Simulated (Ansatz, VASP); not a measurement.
## Si in VASP and in Ansatz

```
Si
1.0
     0.00000    1.94078    1.94078
     1.94078    0.00000    1.94078
     1.94078    1.94078    0.00000
Si
1
Cartesian
  0.0000 0.0000 0.0000
```

Alike in both runs: functional RPBE; k mesh 14 × 14 × 14; occupations fermi-dirac, width 0.1 eV; no spin polarisation.

Ansatz relaxed the structure, and its values are those at the end. VASP's run is a single point on that final structure, the one shown.

```csv
,VASP,Ansatz
version,VASP 6.6.1,Ansatz 0.2.0
potentials or method,"VASP PAW PBE potentials, release 64 (Si), cutoff 520 eV","plane waves (420 eV) with PAW, scalar-relativistic"
valence electrons in the cell,4,4
```

Ansatz gave:

| Property | Result |
| --- | --- |
| pressure (GPa) | 0.0 |

Q: What did VASP give for the same quantities?

A: Pressure (GPa): -0.4.

VASP's potentials were made for PBE, not for RPBE.
